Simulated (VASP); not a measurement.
# LiSi16 (a cell with a defect) in VASP: a series of runs, part 2 of 2

VASP 6.6.1.

**3. Single point, PBE, collinear spin**

The input, INCAR:

```
ALGO = Normal ; EDIFF = 1E-7
ENCUT = 520 ; GGA = PE
ISIF = 2 ; ISMEAR = 0
ISPIN = 2 ; LASPH = True
LCHARG = False ; LORBIT = 11
LREAL = Auto ; LWAVE = False
MAGMOM = 0 0 0 0 0 0 0 0 0 0 0 0 0 0 0 0 1 ; NBANDS = 52
NELM = 150 ; PREC = Accurate
SIGMA = 0.05
```

The input, KPOINTS:

```
k-points
0
Gamma
  2 2 2
```

The input, POSCAR:

```
LiSi16
1.0
    0.0000000000      5.4300000000      5.4300000000
    5.4300000000      0.0000000000      5.4300000000
    5.4300000000      5.4300000000      0.0000000000
Si Li
16 1
Direct
   -0.0022864139     -0.0024283072     -0.0061466883
    0.1200471680      0.1199057380      0.1235657083
   -0.0018448042     -0.0019972530      0.4979548899
    0.1221690605      0.1220105915      0.6219608264
   -0.0119780385      0.4993807132     -0.0006590377
    0.1195908009      0.6231747902      0.1231317575
   -0.0022861816      0.4939022729      0.4975272561
    0.1200497580      0.6236110889      0.6198638330
    0.4995241865     -0.0121157325     -0.0006415207
    0.6233227782      0.1194467749      0.1231425315
    0.4940585263     -0.0024275197      0.4975277991
    0.6237555714      0.1199168377      0.6198723103
    0.4989147251      0.4987596105     -0.0012887566
    0.6211949756      0.6210551421      0.1210111842
    0.4995294698      0.4994035415      0.4878409075
    0.6233260797      0.6231888995      0.6194015991
    0.3710003081      0.3708722015      0.8708317204
```

Potentials or basis: VASP PAW PBE potentials, release 64 (Si, Li_sv).

Started as:

```bash
> cat potpaw_PBE.64/Si/POTCAR potpaw_PBE.64/Li_sv/POTCAR > POTCAR
> mpirun -np 1 vasp_std > vasp.out
```

OUTCAR:

```text
EDIFF = 1E-7
   ENCUT = 520
   GGA = PE
   ISIF = 2
   ISMEAR = 0
   ISPIN = 2
   LASPH = True
   LORBIT = 11
   LREAL = Auto
   NELM = 150
   PREC = Accurate

 ion  position               nearest neighbor table
   1  0.998  0.998  0.994-   4 2.33   2 2.35  10 2.35   6 2.35
   2  0.120  0.120  0.124-   1 2.35   3 2.35   5 2.38   9 2.38  17 2.73
   3  0.998  0.998  0.498-   4 2.33   2 2.35   8 2.35  12 2.35
   4  0.122  0.122  0.622-  11 2.33   7 2.33   1 2.33   3 2.33
   5  0.988  0.499  0.999-  14 2.30   6 2.38   2 2.38   8 2.38  17 2.40
   6  0.120  0.623  0.123-   7 2.35   1 2.35   5 2.38  13 2.38  17 2.74
   7  0.998  0.494  0.498-   4 2.33   8 2.35  16 2.35   6 2.35
   8  0.120  0.624  0.620-   7 2.35   3 2.35   5 2.38  15 2.38  17 2.73
   9  0.500  0.988  0.999-  14 2.30  10 2.38   2 2.38  12 2.38  17 2.40
  10  0.623  0.119  0.123-  11 2.35   1 2.35   9 2.38  13 2.38  17 2.74
  11  0.494  0.998  0.498-   4 2.33  16 2.35  10 2.35  12 2.35
  12  0.624  0.120  0.620-  11 2.35   3 2.35   9 2.38  15 2.38  17 2.73
  13  0.499  0.499  0.999-  14 2.30  16 2.38  10 2.38   6 2.38  17 2.41
  14  0.621  0.621  0.121-   5 2.30   9 2.30  15 2.30  13 2.30
  15  0.500  0.499  0.488-  14 2.30  16 2.38   8 2.38  12 2.38  17 2.40
  16  0.623  0.623  0.619-  11 2.35   7 2.35  15 2.38  13 2.38  17 2.74
  17  0.371  0.371  0.871-   5 2.40   9 2.40  15 2.40  13 2.41  12 2.73   8 2.73   2 2.73   6 2.74
                            10 2.74  16 2.74

  LATTYP: Found a face centered cubic cell.
 ALAT       =    10.8600000000

  Lattice vectors:

 A1 = (   0.0000000000,   5.4300000000,   5.4300000000)
 A2 = (   5.4300000000,   0.0000000000,   5.4300000000)
 A3 = (   5.4300000000,   5.4300000000,   0.0000000000)

Analysis of symmetry for initial positions (statically):
=====================================================================
 Subroutine PRICEL returns:
 Original cell was already a primitive cell.

 Routine SETGRP: Setting up the symmetry group for a
 face centered cubic supercell.
[... 492 lines left out ...]
     44      10.2502      0.00000
     45      10.3297      0.00000
 Fermi energy:         6.6632325961

 spin component 2

 k-point     1 :       0.0000    0.0000    0.0000
  band No.  band energies     occupation
      1     -40.4705      1.00000
      2      -5.9813      1.00000
      3      -3.7422      1.00000
      4      -3.6566      1.00000
      5      -3.6565      1.00000
      6      -3.6546      1.00000
[... 277 lines left out ...]
     44      10.2516      0.00000
     45      10.3303      0.00000
 [bands above 45 left out]

------------------------ aborting loop because EDIFF is reached ----------------------------------------

  FORCE on cell =-STRESS in cart. coord.  units (eV):
  Direction    XX          YY          ZZ          XY          YZ          ZX
  --------------------------------------------------------------------------------------
  -------------------------------------------------------------------------------------
  Total        7.0578185      7.0620849      7.0620849      0.0064634      0.0071161      0.0064635
  in kB       35.3143801     35.3357272     35.3357272      0.0323403      0.0356059      0.0323408
  external PRESSURE =      35.3286115 kB  Pullay stress =       0.0000000 kB

 VOLUME and BASIS-vectors are now :
 -----------------------------------------------------------------------------
  energy-cutoff  :      520.00
  volume of cell :      320.21
      direct lattice vectors                 reciprocal lattice vectors
     0.000000000  5.430000000  5.430000000    -0.092081031  0.092081031  0.092081031
     5.430000000  0.000000000  5.430000000     0.092081031 -0.092081031  0.092081031
     5.430000000  5.430000000  0.000000000     0.092081031  0.092081031 -0.092081031

 POSITION                                       TOTAL-FORCE (eV/Angst)
 -----------------------------------------------------------------------------------
     10.81344     10.81421     10.83440        -0.001504     -0.001607      0.000631
      1.32205      1.32282      1.30294        -0.000422      0.000307     -0.000823
      8.12305      8.12388     10.83914        -0.003201     -0.003968     -0.003968
      4.03976      4.04063      1.32590        -0.009331     -0.010412     -0.010412
      8.13806     10.79138      8.07660        -0.001452     -0.004107     -0.004107
      4.05244      1.31798      4.03322        -0.004195      0.004365      0.004365
[... 9 lines left out ...]
      6.74727      6.74801      6.76858         0.003466      0.004094     -0.003297
      6.74245      6.74315      4.02837         0.007413      0.007486      0.007486
 -----------------------------------------------------------------------------------
    total drift:                               -0.004448      0.006108     -0.012922

  FREE ENERGIE OF THE ION-ELECTRON SYSTEM (eV)
  ---------------------------------------------------
  free  energy   TOTEN  =       -86.8674619716 eV

  energy  without entropy=      -86.8591373226  energy(sigma->0) =      -86.86329965

 total charge

# of ion       s       p       d       tot
------------------------------------------
    1        0.743   0.954   0.000   1.697
    2        0.737   0.948   0.000   1.686
    3        0.743   0.954   0.000   1.696
    4        0.734   0.968   0.000   1.702
    5        0.745   0.964   0.000   1.709
    6        0.737   0.949   0.000   1.686
[... 9 lines left out ...]
   16        0.737   0.949   0.000   1.686
   17        2.028   0.088   0.000   2.115
--------------------------------------------------
tot         13.869  15.398   0.000  29.267

 magnetization (x)

# of ion       s       p       d       tot
------------------------------------------
    1       -0.000   0.000   0.000   0.000
    2        0.000  -0.000   0.000   0.000
    3       -0.000   0.000   0.000   0.000
    4       -0.000  -0.000   0.000  -0.000
    5        0.000   0.000   0.000   0.000
    6        0.000  -0.000   0.000   0.000
[... 9 lines left out ...]
   16        0.000  -0.000   0.000   0.000
   17       -0.000  -0.000   0.000  -0.000
--------------------------------------------------
tot          0.000   0.000   0.000   0.001
```

stdout:

```text
POSCAR found type information on POSCAR SiLi
 POSCAR found :  2 types and      17 ions
 scaLAPACK will be used
 LDA part: xc-table for (Slater+PW92), standard interpolation
 POSCAR, INCAR and KPOINTS ok, starting setup
 FFT: planning ... GRIDC
 FFT: planning ... GRID_SOFT
 FFT: planning ... GRID
 WAVECAR not read
 entering main loop
```

Run time: 6.1 min. Hardware: 1 thread of Intel Xeon Platinum 8375C at 2.90GHz (Ice Lake), shared host; peak memory 0.68 GiB.

Results:

```
Free energy                                           : -86.8675 eV
Largest force                                         : 0.019 eV/Å
Net moment                                            : 0.01 μB per cell
Valence electrons inside the program's atomic spheres : Si 1.70, 1.69, 1.71 (each value once); Li 2.12
```

Forces in eV/Å, atoms in the order of the input:
```
Si  -0.002 -0.002  0.001
Si   0.000  0.000 -0.001
Si  -0.003 -0.004 -0.004
Si  -0.009 -0.010 -0.010
Si  -0.001 -0.004 -0.004
Si  -0.004  0.004  0.004
Si  -0.002  0.001 -0.002
Si   0.000 -0.001  0.000
Si  -0.004 -0.001 -0.004
Si   0.003 -0.003  0.004
Si   0.001 -0.002 -0.002
Si  -0.001  0.000  0.000
Si   0.012  0.011  0.011
Si   0.003  0.004  0.004
Si  -0.004 -0.004 -0.001
Si   0.003  0.004 -0.003
Li   0.007  0.007  0.007
```

Caveat: the k points lie up to 0.50 Å⁻¹ apart; the cutoff is under 1.25 times the usual one of these potentials, so pressure, stress and relaxed cells hold a basis-set (Pulay) error.
